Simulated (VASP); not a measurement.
# Co (Fd-3m) in VASP: a series of runs, part 2 of 2

VASP 6.6.1. The steps go on from the part before.

## 3. Single point, PBE, non-collinear spin, zero start, spin-orbit coupling

The input, INCAR:

```
SYSTEM = Co
PREC = Accurate ; ENCUT = 520
EDIFF = 1E-6 ; ISMEAR = -1
SIGMA = 0.1 ; LREAL = .False.
LASPH = .True. ; NELM = 150
ALGO = Normal ; ISIF = 2
LWAVE = .False. ; LCHARG = .False.
LNONCOLLINEAR = .True. ; MAGMOM = 0 0 0 0 0 0
LORBIT = 11 ; LSORBIT = .True.
GGA_COMPAT = .False. ; LORBMOM = .True.
LMAXMIX = 4 ; GGA = PE
NBANDS = 30
```

The input, KPOINTS:

```
regular mesh
0
Gamma
  11 11 11
  0 0 0
```

The input, POSCAR:

```
Co
1.0
    0.0000000000      2.4626286587      2.4626286587
    2.4626286587      0.0000000000      2.4626286587
    2.4626286587      2.4626286587      0.0000000000
Co
2
Direct
    0.1250000000      0.1250000000      0.1250000000
    0.8750000000      0.8750000000      0.8750000000
```

Potentials or basis: VASP PAW PBE potentials, release 64 (Co).

Run with:

```bash
> cat potpaw_PBE.64/Co/POTCAR > POTCAR
> mpirun -np 1 vasp_ncl > vasp.out
```

OUTCAR:

```text
SYSTEM = Co
   PREC = Accurate
   ENCUT = 520
   EDIFF = 1E-6
   ISMEAR = -1
   LREAL = .False.
   LASPH = .True.
   NELM = 150
   ISIF = 2
   LNONCOLLINEAR = .True.
   LORBIT = 11
   LSORBIT = .True.
   GGA = PE

 ion  position               nearest neighbor table
   1  0.125  0.125  0.125-   2 2.13   2 2.13   2 2.13   2 2.13
   2  0.875  0.875  0.875-   1 2.13   1 2.13   1 2.13   1 2.13

  LATTYP: Found a face centered cubic cell.
 ALAT       =     4.9252573174

  Lattice vectors:

 A1 = (   0.0000000000,   2.4626286587,   2.4626286587)
 A2 = (   2.4626286587,   0.0000000000,   2.4626286587)
 A3 = (   2.4626286587,   2.4626286587,   0.0000000000)

Analysis of symmetry for initial positions (statically):
=====================================================================
 Subroutine PRICEL returns:
 Original cell was already a primitive cell.

 Routine SETGRP: Setting up the symmetry group for a
 face centered cubic supercell.

 Subroutine GETGRP returns: Found 48 space group operations
 (whereof 12 operations were pure point group operations)
 out of a pool of 48 trial point group operations.

The static configuration has the point symmetry D_3d.
 The point group associated with its full space group is O_h .

Analysis of symmetry for dynamics (positions and initial velocities):
=====================================================================
 Subroutine PRICEL returns:
 Original cell was already a primitive cell.

 Routine SETGRP: Setting up the symmetry group for a
 face centered cubic supercell.

 Subroutine GETGRP returns: Found 48 space group operations
 (whereof 12 operations were pure point group operations)
 out of a pool of 48 trial point group operations.

The dynamic configuration has the point symmetry D_3d.
 The point group associated with its full space group is O_h .

Analysis of structural, dynamic, and magnetic symmetry:
=====================================================================
 Subroutine PRICEL returns:
 Original cell was already a primitive cell.

 Routine SETGRP: Setting up the symmetry group for a
[... 1004 lines left out ...]
  1        -0.000   0.000   0.000
  2        -0.000   0.000   0.000
 ----------------------------------------
           -0.000   0.000   0.000

 orbital moment (z)

 # of ion     p       d       tot
 ----------------------------------------
  1         0.000   0.000   0.000
  2         0.000  -0.000  -0.000
 ----------------------------------------
            0.000  -0.000  -0.000

 Spin-Orbit-Coupling matrix elements

 Ion:    1  E_soc:     -0.0162450
 l=   1
     0.0000000    -0.0003344    -0.0003344
    -0.0003344     0.0000000    -0.0003344
    -0.0003344    -0.0003344     0.0000000
 l=   2
     0.0000000    -0.0004131     0.0000000    -0.0004131    -0.0019600
    -0.0004131     0.0000000    -0.0014700    -0.0004131    -0.0004900
     0.0000000    -0.0014700     0.0000000    -0.0014700     0.0000000
    -0.0004131    -0.0004131    -0.0014700     0.0000000    -0.0004900
    -0.0019600    -0.0004900     0.0000000    -0.0004900     0.0000000
 l=   3
     0.0000000     0.0000000     0.0000000     0.0000000     0.0000000     0.0000000     0.0000000
     0.0000000     0.0000000     0.0000000     0.0000000     0.0000000     0.0000000     0.0000000
     0.0000000     0.0000000     0.0000000     0.0000000     0.0000000     0.0000000     0.0000000
     0.0000000     0.0000000     0.0000000     0.0000000     0.0000000     0.0000000     0.0000000
     0.0000000     0.0000000     0.0000000     0.0000000     0.0000000     0.0000000     0.0000000
     0.0000000     0.0000000     0.0000000     0.0000000     0.0000000     0.0000000     0.0000000
     0.0000000     0.0000000     0.0000000     0.0000000     0.0000000     0.0000000     0.0000000

 Ion:    2  E_soc:     -0.0162450
 l=   1
     0.0000000    -0.0003344    -0.0003344
    -0.0003344     0.0000000    -0.0003344
    -0.0003344    -0.0003344     0.0000000
 l=   2
     0.0000000    -0.0004131     0.0000000    -0.0004131    -0.0019600
    -0.0004131     0.0000000    -0.0014700    -0.0004131    -0.0004900
     0.0000000    -0.0014700     0.0000000    -0.0014700     0.0000000
    -0.0004131    -0.0004131    -0.0014700     0.0000000    -0.0004900
    -0.0019600    -0.0004900     0.0000000    -0.0004900     0.0000000
 l=   3
     0.0000000     0.0000000     0.0000000     0.0000000     0.0000000     0.0000000     0.0000000
     0.0000000     0.0000000     0.0000000     0.0000000     0.0000000     0.0000000     0.0000000
     0.0000000     0.0000000     0.0000000     0.0000000     0.0000000     0.0000000     0.0000000
     0.0000000     0.0000000     0.0000000     0.0000000     0.0000000     0.0000000     0.0000000
     0.0000000     0.0000000     0.0000000     0.0000000     0.0000000     0.0000000     0.0000000
     0.0000000     0.0000000     0.0000000     0.0000000     0.0000000     0.0000000     0.0000000
     0.0000000     0.0000000     0.0000000     0.0000000     0.0000000     0.0000000     0.0000000

 total charge

# of ion       s       p       d       tot
------------------------------------------
    1        0.552   0.404   7.368   8.324
    2        0.552   0.404   7.368   8.324
--------------------------------------------------
tot          1.105   0.807  14.736  16.648

 magnetization (x)

# of ion       s       p       d       tot
------------------------------------------
    1        0.000   0.000   0.000   0.000
    2        0.000   0.000   0.000   0.000
--------------------------------------------------
tot          0.000   0.000   0.000   0.000

 magnetization (y)

# of ion       s       p       d       tot
------------------------------------------
    1        0.000   0.000   0.000   0.000
    2        0.000   0.000   0.000   0.000
--------------------------------------------------
tot          0.000   0.000   0.000   0.000

 magnetization (z)

# of ion       s       p       d       tot
------------------------------------------
    1        0.000   0.000   0.000   0.000
    2        0.000   0.000   0.000   0.000
--------------------------------------------------
tot          0.000   0.000   0.000   0.000
```

OSZICAR:

```text
N       E                     dE             d eps       ncg     rms          rms(c)
DAV:   1     0.118726250847E+03    0.11873E+03   -0.78108E+03  3360   0.150E+03
DAV:   2    -0.596112292291E+01   -0.12469E+03   -0.11547E+03  3372   0.293E+02
DAV:   3    -0.130199195952E+02   -0.70588E+01   -0.66629E+01  3780   0.968E+01
DAV:   4    -0.131266005243E+02   -0.10668E+00   -0.10659E+00  3690   0.115E+01
DAV:   5    -0.131316214638E+02   -0.50209E-02   -0.50207E-02  5008   0.187E+00    0.113E+01
DAV:   6    -0.122820294484E+02    0.84959E+00   -0.14569E+01  3740   0.710E+01    0.719E+00
DAV:   7    -0.115000134398E+02    0.78202E+00   -0.35208E+00  3734   0.330E+01    0.157E+00
DAV:   8    -0.114841908272E+02    0.15823E-01   -0.29731E-02  3922   0.212E+00    0.686E-01
DAV:   9    -0.114802124346E+02    0.39784E-02   -0.43284E-03  4918   0.943E-01    0.284E-01
DAV:  10    -0.114802726158E+02   -0.60181E-04   -0.22033E-04  3632   0.145E-01    0.807E-02
DAV:  11    -0.114802406212E+02    0.31995E-04   -0.46950E-05  3954   0.113E-01    0.190E-02
DAV:  12    -0.114802385671E+02    0.20541E-05   -0.32749E-06  3696   0.269E-02    0.372E-03
DAV:  13    -0.114802388392E+02   -0.27207E-06   -0.95563E-08  1890   0.358E-03
   1 F= -.11480239E+02 E0= -.11408275E+02  d E =-.143928E+00  mag=    -0.0000     0.0000     0.0000
```

Run time: 2.5 min. Hardware: 1 thread of Intel Xeon 6975P-C, shared host; peak memory 0.28 GiB.

What came out:

```yaml
Free_energy: -11.4802 eV
Pressure: -0.9 GPa
Net_moment: 0.00 μB per cell
Valence_electrons_inside_the_program's_atomic_spheres: Co 8.32
```

Moments on the atoms (μB; x, y, z):
```
Co  0.00 0.00 0.00
Co  0.00 0.00 0.00
```

## 4. Single point, PBE, collinear spin, ferromagnetic start

This run uses another cell than the first one, of 15.05 Å³/atom, 1.008 times its volume.

The input, INCAR:

```
ALGO     = Normal         # electronic algorithm
EDIFF    = 1E-6           # SCF threshold, eV
ENCUT    = 520            # plane-wave cutoff, eV
GGA      = PE             # functional
ISIF     = 2              # what is computed and relaxed
ISMEAR   = -1             # smearing method
ISPIN    = 2              # spin polarisation
LASPH    = True           # aspherical terms in the spheres
LCHARG   = True           # write CHGCAR
LELF     = True           # ELF
LMAXMIX  = 4              # l up to which the mixer works
LORBIT   = 11             # projections on sites
LREAL    = False          # projectors in reciprocal space
LVHAR    = True         
LWAVE    = False          # write WAVECAR
MAGMOM   = -1.659 -1.659  # initial moments
NBANDS   = 20             # bands
NELM     = 150            # most SCF steps
PREC     = Accurate       # precision mode
SIGMA    = 0.1            # smearing width, eV
```

The input, KPOINTS:

```
k-points
0
Gamma
  6 6 6
```

The input, POSCAR:

```
Co
1.0
    0.0000000000      2.4691666902      2.4691666902
    2.4691666902      0.0000000000      2.4691666902
    2.4691666902      2.4691666902      0.0000000000
Co
2
Direct
    0.1250000000      0.1250000000      0.1250000000
    0.8750000000      0.8750000000      0.8750000000
```

Run with:

```bash
> cat potpaw_PBE.64/Co/POTCAR > POTCAR
> mpirun -np 1 vasp_std > vasp.out
```

It took 19 s on 1 thread of AMD EPYC 9R45 (Zen 5), shared host; peak memory 0.14 GiB.

The run converged. Its results:

- Free energy: -11.4844 eV
- Pressure: 1.6 GPa
- Net moment: -1.76 μB per cell
- Site moments: Co -0.87 μB
- Valence electrons inside the program's atomic spheres: Co 8.32

Levels at points of the mesh, in eV from the Fermi level:
Spin up:
| k point | band 6 | band 7 | band 8 | band 9 | band 10 | band 11 |
| --- | --- | --- | --- | --- | --- | --- |
| (0.00, 0.00, 0.00) | -2.27 | -0.44 | -0.44 | -0.44 | 0.97 | 0.97 |
| (0.50, 0.00, 0.00) | -2.25 | -1.29 | 0.06 | 0.06 | 0.74 | 0.74 |
| (0.50, 0.50, 0.00) | -1.61 | -0.67 | -0.67 | 0.91 | 0.91 | 2.30 |
Spin down:
| k point | band 6 | band 7 | band 8 | band 9 | band 10 | band 11 | band 12 | band 13 | band 14 | band 15 |
| --- | --- | --- | --- | --- | --- | --- | --- | --- | --- | --- |
| (0.00, 0.00, 0.00) | -3.04 | -1.29 | -1.29 | -1.29 | -0.07 | -0.07 | 13.16 | 13.16 | 13.16 | 13.45 |
| (0.50, 0.00, 0.00) | -3.06 | -1.42 | -0.89 | -0.89 | -0.23 | -0.23 | 1.22 | 9.65 | 9.65 | 12.58 |
| (0.50, 0.50, 0.00) | -2.11 | -1.61 | -1.61 | -0.07 | -0.07 | 1.67 | 1.67 | 4.93 | 4.93 | 10.35 |

Caveat: the k points lie up to 0.37 Å⁻¹ apart.

## 5. Single point, PBE

The input, INCAR:

```
ALGO = Normal
EDIFF = 1E-6
ENCUT = 600
GGA = PE
GGA_COMPAT = F
ISIF = 2
ISMEAR = -1
LASPH = T
LCHARG = F
LREAL = F
LWAVE = F
NBANDS = 16
NELM = 120
PREC = Accurate
SIGMA = 0.1
```

KPOINTS is that of step 4.

The input, POSCAR:

```
Co
1.0
    0.0000000000      2.4626286600      2.4626286600
    2.4626286600      0.0000000000      2.4626286600
    2.4626286600      2.4626286600      0.0000000000
Co
2
Direct
    0.1250000000      0.1250000000      0.1250000000
    0.8750000000      0.8750000000      0.8750000000
```

Run with:

```bash
> cat potpaw_PBE.64/Co/POTCAR > POTCAR
> mpirun -np 1 vasp_std > vasp.out
```

Run time: 19 s. Hardware: 1 thread of Intel Xeon 8259CL, shared host; peak memory 0.15 GiB.

The run converged. Its results:

```yaml
Free_energy: -11.4739 eV
Pressure: -1.1 GPa
Band_gap_on_the_k_mesh: zero (band 9 reaches 6.70 eV, above the bottom of band 10 at 6.03 eV)
```

Levels at points of the mesh, in eV from the Fermi level:
```tsv
k point	band 7	band 8	band 9	band 10	band 11	band 12
(0.00, 0.00, 0.00)	-1.03	-1.03	-1.03	0.29	0.29	13.26
(0.50, 0.00, 0.00)	-1.47	-0.57	-0.57	0.09	0.09	1.48
(0.50, 0.50, 0.00)	-1.30	-1.30	0.26	0.26	1.86	1.86
```

Caveat: the k points lie up to 0.37 Å⁻¹ apart; the run has no spin polarisation, though such a crystal can be magnetic. Spin polarisation is off, so any magnetic state and its effect on volume and gap are missing.

## 6. The runs side by side

```tsv
spin	cell	k mesh	cutoff (eV)	gap on the mesh (eV)	pressure (GPa)	moment (μB)
off	a = 3.483 Å, angles 60.0°, 2 atoms	18 × 18 × 18	520	none	-1.0	-
non-collinear, zero start, SOC	a = 3.483 Å, angles 60.0°, 2 atoms	11 × 11 × 11	520	-	-0.9	0.00
collinear, ferromagnetic start	a = 3.492 Å, angles 60.0°, 2 atoms	6 × 6 × 6	520	none	1.6	1.76
off	a = 3.483 Å, angles 60.0°, 2 atoms	6 × 6 × 6	600	none	-1.1	-
```

Alike in all rows: task single point; level PBE; potentials or basis VASP PAW PBE potentials, release 64 (Co); smearing fermi-dirac 0.1 eV.

Caveats: some runs use coarse meshes.

Absolute energies hang on the potentials; compare differences alone.
